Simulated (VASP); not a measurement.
# PbO2 (P4_2/mnm) in VASP: relaxation of cell and atoms with PBE

Aim: the relaxation of cell and atoms of PbO2 with PBE.

Program: VASP 6.6.1. These are calculated values, not measurements. Logs are shortened: lines on timing, memory, paths and dates and some standing lists are left out, and cuts for length are marked.

## 1. The cell of the first run

It takes space group P4_2/mnm (No. 136, tetragonal). Conventional cell: a = 5.081 Å, b = 5.081 Å, c = 3.443 Å, α = 90.00°, β = 90.00°, γ = 90.00°. Pb (site symmetry mmm) has 6 O at 2.21 Å within 2.9 Å. Within 2.9 Å of O (site symmetry m2m) lie 3 Pb at 2.21 Å and 1 O at 2.76 Å.

## 2. Relaxation of cell and atoms, PBE

Contents of INCAR:

```
SYSTEM = PbO2
PREC     = Accurate       ! precision mode
ENCUT    = 600            ! plane-wave cutoff, eV
EDIFF    = 1E-6           ! SCF threshold, eV
ISMEAR   = 0              ! smearing method
SIGMA    = 0.1            ! smearing width, eV
LREAL    = .False.        ! projectors in reciprocal space
LASPH    = .True.         ! aspherical terms in the spheres
NELM     = 100            ! most SCF steps
ALGO     = Normal         ! electronic algorithm
ISIF     = 3              ! what is computed and relaxed
LWAVE    = .False.        ! write WAVECAR
LCHARG   = .False.        ! write CHGCAR
GGA      = PE             ! functional
IBRION   = 2              ! ionic algorithm
NSW      = 100            ! ionic steps
EDIFFG   = -0.01          ! ionic threshold
```

Contents of KPOINTS:

```
Automatic mesh
0
Gamma
  8 8 12
  0 0 0
```

Contents of POSCAR:

```
PbO2
1.0
    5.0809393723      0.0000000000      0.0000000000
    0.0000000000      5.0809393723      0.0000000000
    0.0000000000      0.0000000000      3.4426358105
Pb O
2 4
Direct
    0.0000000000      0.0000000000      0.0000000000
    0.5000000000      0.5000000000      0.5000000000
    0.3080069638      0.3080069638      0.0000000000
    0.1919930362      0.8080069638      0.5000000000
    0.8080069638      0.1919930362      0.5000000000
    0.6919930362      0.6919930362      0.0000000000
```

Potentials or basis: VASP PAW PBE potentials, release 64 (Pb_d, O).

Launch:

```
> cat potpaw_PBE.64/Pb_d/POTCAR potpaw_PBE.64/O/POTCAR > POTCAR
> mpirun -np 1 vasp_std > vasp.out
```

OUTCAR:

```text
SYSTEM = PbO2
   PREC = Accurate
   ENCUT = 600
   EDIFF = 1E-6
   ISMEAR = 0
   LREAL = .False.
   LASPH = .True.
   NELM = 100
   ISIF = 3
   GGA = PE
   IBRION = 2
   NSW = 100
   EDIFFG = -0.01

 ion  position               nearest neighbor table
   1  0.000  0.000  0.000-   4 2.21   5 2.21   4 2.21   5 2.21   3 2.21   6 2.21   2 3.98   2 3.98
                             2 3.98   2 3.98   2 3.98   2 3.98   2 3.98   2 3.98
   2  0.500  0.500  0.500-   3 2.21   6 2.21   3 2.21   6 2.21   5 2.21   4 2.21   1 3.98   1 3.98
                             1 3.98   1 3.98   1 3.98   1 3.98   1 3.98   1 3.98
   3  0.308  0.308  0.000-   2 2.21   2 2.21   1 2.21
   4  0.192  0.808  0.500-   1 2.21   1 2.21   2 2.21
   5  0.808  0.192  0.500-   1 2.21   1 2.21   2 2.21
   6  0.692  0.692  0.000-   2 2.21   2 2.21   1 2.21

  LATTYP: Found a simple tetragonal cell.
 ALAT       =     5.0809393723
 C/A-ratio  =     0.6775589233

  Lattice vectors:

 A1 = (   5.0809393723,   0.0000000000,   0.0000000000)
 A2 = (   0.0000000000,   5.0809393723,   0.0000000000)
 A3 = (   0.0000000000,   0.0000000000,   3.4426358105)

Analysis of symmetry for initial positions (statically):
=====================================================================
 Subroutine PRICEL returns:
 Original cell was already a primitive cell.

 Routine SETGRP: Setting up the symmetry group for a
 simple tetragonal supercell.

 Subroutine GETGRP returns: Found 16 space group operations
 (whereof  8 operations were pure point group operations)
 out of a pool of 16 trial point group operations.

The static configuration has the point symmetry D_2h.
 The point group associated with its full space group is D_4h.

Analysis of symmetry for dynamics (positions and initial velocities):
=====================================================================
 Subroutine PRICEL returns:
 Original cell was already a primitive cell.

 Routine SETGRP: Setting up the symmetry group for a
 simple tetragonal supercell.

 Subroutine GETGRP returns: Found 16 space group operations
 (whereof  8 operations were pure point group operations)
 out of a pool of 16 trial point group operations.

The dynamic configuration has the point symmetry D_2h.
 The point group associated with its full space group is D_4h.

 Subroutine INISYM returns: Found 16 space group operations
 (whereof  8 operations are pure point group operations),
 and found     1 'primitive' translations

----------------------------------------------------------------------------------------

                                     Primitive cell

  volume of cell :      88.8749

  direct lattice vectors                    reciprocal lattice vectors
     5.080939372  0.000000000  0.000000000     0.196814000  0.000000000  0.000000000
     0.000000000  5.080939372  0.000000000     0.000000000  0.196814000  0.000000000
     0.000000000  0.000000000  3.442635811     0.000000000  0.000000000  0.290475105

  length of vectors
     5.080939372  5.080939372  3.442635811     0.196814000  0.196814000  0.290475105

  position of ions in fractional coordinates (direct lattice)
     0.000000000  0.000000000  0.000000000
     0.500000000  0.500000000  0.500000000
     0.308006964  0.308006964  0.000000000
     0.191993036  0.808006964  0.500000000
     0.808006964  0.191993036  0.500000000
     0.691993036  0.691993036  0.000000000

  ion indices of the primitive-cell ions
   primitive index   ion index
                 1           1
                 2           2
                 3           3
                 4           4
                 5           5
                 6           6

----------------------------------------------------------------------------------------

 KPOINTS: Automatic mesh

Automatic generation of k-mesh.
 Grid dimensions read from file:
 generate k-points for:    8    8   12

 Generating k-lattice:

  Cartesian coordinates                     Fractional coordinates (reciprocal lattice)
     0.024601750  0.000000000  0.000000000     0.125000000  0.000000000  0.000000000
     0.000000000  0.024601750  0.000000000     0.000000000  0.125000000  0.000000000
     0.000000000  0.000000000  0.024206259     0.000000000  0.000000000  0.083333333

  Length of vectors
     0.024601750  0.024601750  0.024206259

  Shift w.r.t. Gamma in fractional coordinates (k-lattice)
     0.000000000  0.000000000  0.000000000

 Subroutine IBZKPT returns following result:
 ===========================================

 Found    105 irreducible k-points:

 Following reciprocal coordinates:
            Coordinates               Weight
  0.000000  0.000000  0.000000      1.000000
  0.125000  0.000000  0.000000      4.000000
  0.250000  0.000000  0.000000      4.000000
  0.375000  0.000000  0.000000      4.000000
  0.500000  0.000000  0.000000      2.000000
  0.125000  0.125000  0.000000      4.000000
[... 16 lines left out ...]
  0.375000  0.125000  0.083333     16.000000
  0.500000  0.125000  0.083333      8.000000
 [... further k-points ...]
   k-points           NKPTS =    105   k-points in BZ     NKDIM =    105   number of bands    NBANDS=     31
   number of dos      NEDOS =    301   number of ions     NIONS =      6
   total plane-waves  NPLWV =  49392
   dimension x,y,z NGX =    42 NGY =   42 NGZ =   28
   dimension x,y,z NGXF=    84 NGYF=   84 NGZF=   56
   ions per type =               2   4
   NGX,Y,Z   is equivalent  to a cutoff of  13.74, 13.74, 13.52 a.u.
   NGXF,Y,Z  is equivalent  to a cutoff of  27.48, 27.48, 27.04 a.u.
 SYSTEM =  PbO2
   PREC   = accura    normal or accurate (medium, high low for compatibility)
   ISTART =      0    job   : 0-new  1-cont  2-samecut
   ICHARG =      2    charge: 1-file 2-atom 10-const
   ISPIN  =      1    spin polarized calculation?
   LNONCOLLINEAR =      F non collinear calculations
   LSORBIT =      F    spin-orbit coupling
   LASPH  =      T    aspherical Exc in radial PAW
   ENCUT  =  600.0 eV  44.10 Ry    6.64 a.u.  10.15 10.15  6.88*2*pi/ulx,y,z
   NELM   =    100;   NELMIN=  2; NELMDL= -5     # of ELM steps
   EDIFF  = 0.1E-05   stopping-criterion for ELM
   LREAL  =      F    real-space projection
   EDIFFG = -.1E-01   stopping-criterion for IOM
   NSW    =    100    number of steps for IOM
   IBRION =      2    ionic relax: 0-MD 1-quasi-New 2-CG
   NFREE  =      1    steps in history (QN), initial steepest desc. (CG)
   ISIF   =      3    stress and relaxation
   ISYM   =      2    0-nonsym 1-usesym 2-fastsym
   POTIM  = 0.5000    time-step for ionic-motion
   TEBEG  =    0.0;   TEEND  =   0.0 temperature during run
   PSTRESS=    0.0 pullay stress
   NELECT =      52.0000    total number of electrons
   NUPDOWN=      -1.0000    fix difference up-down
   EMIN   =  10.00;   EMAX   =-10.00  energy-range for DOS
   EFERMI =   0.00;   METHOD = LEGACY
   ISMEAR =     0;   SIGMA  =   0.10  broadening in eV -4-tet -1-fermi 0-gaus
   EFERMI_NEDOS =   21; number of points for ismear=-14 and -15
   IALGO  =     38    algorithm
   IMIX   =      4    mixing-type and parameters
     AMIX     =   0.40;   BMIX     =  1.00
     AMIX_MAG =   1.60;   BMIX_MAG =  1.00
  volume/ion in A,a.u.               =      14.81        99.96
  Fermi-wavevector in a.u.,A,eV,Ry     =   1.369251  2.587508 25.508841  1.874847
  Thomas-Fermi vector in A             =   2.495142
   LORBIT       =      0    0 simple, 1 ext, 2 COOP (PROOUT), +10 PAW based schemes
   GGA     = PE    functional components
   LHFCALC =     F    Hartree Fock is set to
   AEXX    =    0.0000 exact exchange contribution
   IVDW    =     0    specifies the selected vdW correction
   LEPSILON=     F    determine dielectric tensor
   LRPA    =     F    only Hartree local field effects (RPA)
 conjugate gradient relaxation of ions
 non-spin polarized calculation
 Gauss-broadening in eV      SIGMA  =   0.10
  energy-cutoff  :      600.00
  volume of cell :       88.87
 maximum number of plane-waves:      2998
 NGX is ok and might be reduce to    42
   NGX = 21   NGY = 21   NGZ = 13

--------------------------------------- Ionic step        1  -------------------------------------------

 number of electron      51.9999979 magnetization

 Free energy of the ion-electron system (eV)
  ---------------------------------------------------
  ext. energy  EPLUGINS =         0.00000000
  ---------------------------------------------------
  free energy    TOTEN  =       -31.87752787 eV

  energy without entropy =      -31.87417825  energy(sigma->0) =      -31.87585306

------------------------ aborting loop because EDIFF is reached ----------------------------------------

  FORCE on cell =-STRESS in cart. coord.  units (eV):
  Direction    XX          YY          ZZ          XY          YZ          ZX
  --------------------------------------------------------------------------------------
  -------------------------------------------------------------------------------------
  Total        0.0593521      0.0593521      0.1916313      0.0000000      0.0000000      0.0000000
  in kB        1.0699595      1.0699595      3.4546012      0.0000000      0.0000000      0.0000000
  external PRESSURE =       1.8648401 kB  Pullay stress =       0.0000000 kB
[... 65 lines left out ...]
  energy  without entropy=      -31.8742372806  energy(sigma->0) =      -31.87593550

--------------------------------------- Ionic step        3  -------------------------------------------

 number of electron      51.9999979 magnetization

 Free energy of the ion-electron system (eV)
  ---------------------------------------------------
  ext. energy  EPLUGINS =         0.00000000
  ---------------------------------------------------
  free energy    TOTEN  =       -31.87766706 eV

  energy without entropy =      -31.87428486  energy(sigma->0) =      -31.87597596

 E-fermi :   3.7255     XC(G=0): -10.3645

 val. band max:        3.7043117921   @ k =   0.1250   0.1250   0.0000
 cond. band min:       3.7471323790   @ k =   0.1250   0.0000   0.0833
 fundamental gap:      0.0428205869
 Fermi energy:         3.7254896537

 k-point     1 :       0.0000    0.0000    0.0000
  band No.  band energies     occupation
      1     -14.2565      2.00000
      2     -14.2184      2.00000
      3     -12.6667      2.00000
      4     -12.6667      2.00000
      5     -11.7836      2.00000
      6     -11.6351      2.00000
[... 805 lines left out ...]
     30      10.2842      0.00000
     31      12.9057      0.00000

 [... further k-points ...]
[... 5 lines left out ...]
  --------------------------------------------------------------------------------------
  -------------------------------------------------------------------------------------
  Total       -0.0408615     -0.0408615      0.0131169      0.0000000      0.0000000      0.0000000
  in kB       -0.7353870     -0.7353870      0.2360664      0.0000000      0.0000000      0.0000000
  external PRESSURE =      -0.4115692 kB  Pullay stress =       0.0000000 kB
[... 21 lines left out ...]
  FREE ENERGIE OF THE ION-ELECTRON SYSTEM (eV)
  ---------------------------------------------------
  free  energy   TOTEN  =       -31.8776670556 eV

  energy  without entropy=      -31.8742848615  energy(sigma->0) =      -31.87597596

 reached required accuracy - stopping structural energy minimisation
```

It took 6.7 min on 1 thread of AMD EPYC 9R14 (Zen 4), shared host; peak memory 0.39 GiB.

Results:

| Quantity | Value |
| --- | --- |
| Free energy | -31.8777 eV |
| Relaxed volume | 14.84 Å³/atom |
| Relaxed cell | a = 5.083 Å, b = 5.083 Å, c = 3.446 Å, α = 90.00°, β = 90.00°, γ = 90.00° |
| Space group after relaxing (to 0.05 Å) | P4_2/mnm (No. 136) |
| Energy gained by relaxing | 0.0 meV/atom |
| Ionic steps | 3 |
| Pressure after relaxing | 0.0 GPa |
| Largest force after relaxing | 0.005 eV/Å |

Forces in eV/Å, atoms in the order of the input:
```
Pb   0.000  0.000  0.000
Pb   0.000  0.000  0.000
O   -0.004 -0.004  0.000
O    0.004 -0.004  0.000
O   -0.004  0.004  0.000
O    0.004  0.004  0.000
```

Stress tensor (GPa, compression positive):
```
-0.07  0.00  0.00
 0.00 -0.07  0.00
 0.00  0.00  0.02
```

Step by step:
| step | energy change (eV) | largest force (eV/Å) | pressure (GPa) | volume (Å³) |
| --- | --- | --- | --- | --- |
| 1 | 0.0000 | 0.0176 | 0.19 | 88.87 |
| 2 | -0.0001 | 0.0003 | -0.14 | 89.10 |
| 3 | -0.0001 | 0.0054 | -0.04 | 89.02 |

Final structure:
```yaml
crystal:
  lattice:
    - [5.08257, 0.00000, 0.00000]
    - [0.00000, 5.08257, 0.00000]
    - [0.00000, 0.00000, 3.44621]
  atoms:
    - { symbol: Pb, position: [0.00000, 0.00000, 0.00000] }
    - { symbol: Pb, position: [0.50000, 0.50000, 0.50000] }
    - { symbol: O, position: [0.30793, 0.30793, 0.00000] }
    - { symbol: O, position: [0.19207, 0.80793, 0.50000] }
    - { symbol: O, position: [0.80793, 0.19207, 0.50000] }
    - { symbol: O, position: [0.69207, 0.69207, 0.00000] }
```

Caveat: spin-orbit coupling is left out, which moves the levels of the heavy elements.
